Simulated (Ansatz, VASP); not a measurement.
# Two plane-wave programs on Al

File INCAR:

```
ALGO = Normal
EDIFF = 1E-6
ENCUT = 520
GGA = PS
ISIF = 2
ISMEAR = 0
LASPH = T
LCHARG = F
LREAL = F
LWAVE = F
NBANDS = 10
NELM = 60
PREC = Accurate
SIGMA = 0.15
```

File KPOINTS:

```
k-points
0
Gamma
  18 18 10
```

File POSCAR:

```
Al
1.0
    2.6901000000      0.0000000000      0.0000000000
   -1.3450500000      2.3296949387      0.0000000000
    0.0000000000      0.0000000000      4.7867000000
Al
2
Direct
    0.6666666667      0.3333333333      0.7500000000
    0.3333333333      0.6666666667      0.2500000000
```

Input for Ansatz:

```yaml
crystal:
  lattice:
    - [2.6901, 0.0, 0.0]
    - [-1.34505, 2.3296949387, 0.0]
    - [0.0, 0.0, 4.7867]
  atoms:
    - { symbol: Al, position: [0.6666666667, 0.3333333333, 0.75] }
    - { symbol: Al, position: [0.3333333333, 0.6666666667, 0.25] }
basis:
  ecutwfc: 420
kpoints:
  mp_grid: { grid: [18, 18, 10] }
hamiltonian:
  xc: pbesol
  pseudopotentials: { kind: paw, azcp: { folder: soft_1 } }
scf:
  occupations: { method: gaussian, width: 0.15 }
output:
  forces: true
  stress: true
  eigenvalues: true
```

Alike in both runs: task single point; functional PBEsol; k mesh 18 × 18 × 10; occupations gaussian, width 0.15 eV; no spin polarisation.

|  | VASP | Ansatz |
| --- | --- | --- |
| version | VASP 6.6.1 | Ansatz 0.2.0 |
| potentials or method | VASP PAW PBE potentials, release 64 (Al), cutoff 520 eV | scalar-relativistic, plane waves, PAW |
| valence electrons in the cell | 6 | 6 |

Ansatz gave:

| Property | Result |
| --- | --- |
| gap on the k mesh at the Fermi level (eV) | none |
| pressure (GPa) | 8.9 |
| traceless stress, the component that is largest in VASP (GPa) | -5.59 |

Q: Estimate VASP's values.

A: gap on the k mesh at the Fermi level (eV): none; pressure (GPa): 9.0; traceless stress, the component that is largest in VASP (GPa): -5.64.

VASP's potentials were made for PBE, not for PBEsol, and Ansatz warns of the same on its side. A gap of «none» marks a metal or a gap that the smearing closes. With one functional, cell and mesh, what is left measures potentials, basis and numerics.
